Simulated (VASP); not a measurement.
Set up this calculation in VASP 6.6.1, as the native input.

| Quantity | Value |
| --- | --- |
| Task | single point |
| Functional | LDA |
| Potentials or basis | VASP PAW LDA potentials, release 64 (Mg, S) |
| Cutoff | 520 eV |
| k mesh | 6 × 6 × 4 |
| Occupations | fermi-dirac, width 0.02 eV |
| Spin | no spin polarisation |
| Dipole correction | no |
| Further INCAR settings | ALGO = Normal; EDIFF = 1e-06; NBANDS = 16 |

The structure of MgS lies in POSCAR:

```
MgS
1.0
    4.2487572488      0.0000000000      0.0000000000
   -2.1243786244      3.6795317120      0.0000000000
    0.0000000000      0.0000000000      5.1995157958
Mg S
2 2
Direct
    0.3333333333      0.6666666667      0.2500000000
    0.6666666667      0.3333333333      0.7500000000
    0.6666666667      0.3333333333      0.2500000000
    0.3333333333      0.6666666667      0.7500000000
```

One way to write it, as run:

INCAR

```
SYSTEM = MgS
ALGO = Normal ; EDIFF = 1E-6
ENCUT = 520 ; ISIF = 2
ISMEAR = -1 ; LASPH = .True.
LCHARG = .True. ; LELF = .True.
LREAL = .False. ; LVHAR = .True.
LWAVE = .False. ; NBANDS = 16
NELM = 80 ; PREC = Accurate
SIGMA = 0.02
```

KPOINTS

```
k-points
0
Gamma
  6 6 4
  0 0 0
```

Potentials or basis: VASP PAW LDA potentials, release 64 (Mg, S).

The run is started by

```sh
$ cat potpaw_LDA.64/Mg/POTCAR potpaw_LDA.64/S/POTCAR > POTCAR
$ mpirun -np 1 vasp_std > vasp.out
```

Results of the run:

```yaml
Pressure: -0.4 GPa
Band_gap_on_the_k_mesh: 2.85 eV, direct
```

It took 12 s on 1 thread of Intel(R) Xeon(R) 6975P-C (Granite Rapids), on a shared host, peak memory 0.17 GiB.
